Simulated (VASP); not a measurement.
Here is a VASP 6.6.1 calculation.

The input INCAR:

```
ALGO = Normal
EDIFF = 1E-6
ENCUT = 520
GGA = PS
ISIF = 2
ISMEAR = -1
LASPH = True
LCHARG = False
LREAL = False
LWAVE = False
NBANDS = 16
NELM = 100
PREC = Accurate
SIGMA = 0.03
```

Contents of KPOINTS:

```
k-points
0
Gamma
  14 14 11
```

The input POSCAR:

```
TiB2
1.0
    3.0886093280      0.0000000000      0.0000000000
   -1.5443046640      2.6748141404      0.0000000000
    0.0000000000      0.0000000000      3.2917180359
Ti B
1 2
Direct
    0.0000000000      0.0000000000      0.0000000000
    0.3333333333      0.6666666667      0.5000000000
    0.6666666667      0.3333333333      0.5000000000
```

Potentials or basis: VASP PAW PBE potentials, release 64 (Ti_sv, B).

Run with:

```console
$ cat potpaw_PBE.64/Ti_sv/POTCAR potpaw_PBE.64/B/POTCAR > POTCAR
$ mpirun -np 1 vasp_std > vasp.out
```

Q: Predict the band gap on the k mesh.

A: Zero (band 9 reaches 9.71 eV, above the bottom of band 10 at 9.12 eV).

Q: What does it give for the pressure?

A: -17.7 GPa.

Stress tensor (GPa, compression positive):
```
-17.75   0.00   0.00
  0.00 -17.75   0.00
  0.00   0.00 -17.48
```

Caveat: the PAW data sets were made with another functional, which shifts forces and pressure a little.
